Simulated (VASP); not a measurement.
The system is Si3N4.

```
Si N
1.0
     7.62720    0.00000    0.00000
    -3.81360    6.60535    0.00000
     0.00000    0.00000    2.91820
Si N
6 8
Direct
  0.17428 0.76819 0.25000
  0.40609 0.17428 0.75000
  0.23181 0.40609 0.25000
  0.82572 0.23181 0.75000
  0.59391 0.82572 0.25000
  0.76819 0.59391 0.75000
  0.33333 0.66667 0.25000
  0.66667 0.33333 0.75000
  0.32974 0.03019 0.25000
  0.29955 0.32974 0.75000
  0.96981 0.29955 0.25000
  0.67026 0.96981 0.75000
  0.70045 0.67026 0.25000
  0.03019 0.70045 0.75000
```

Base run:

```yaml
Program: VASP 6.6.1
Functional: PBE
Potentials_or_basis: VASP PAW PBE potentials, release 64 (Si, N)
Cutoff: 520 eV
k_mesh: 4 × 4 × 9
Occupations: fermi-dirac, width 0.02 eV
Spin: no spin polarisation
```

Its results: band gap on the k mesh 4.29 eV (least direct gap 4.48 eV); pressure 2.6 GPa; largest force 0.015 eV/Å.

Task: The run is repeated on the same cell with these changes: functional from PBE to r2SCAN; further incar settings from ALGO = Normal; EDIFF = 1e-06; NBANDS = 45 to ALGO = Normal; EDIFF = 1e-08; NBANDS = 45. What comes out?

Result: Band gap on the k mesh 4.95 eV (least direct gap 5.14 eV); pressure -2.9 GPa; largest force 0.054 eV/Å.

Caveats: the PAW data sets were made with another functional, which shifts forces and pressure a little (at least some runs).

A k mesh can miss the band edges.
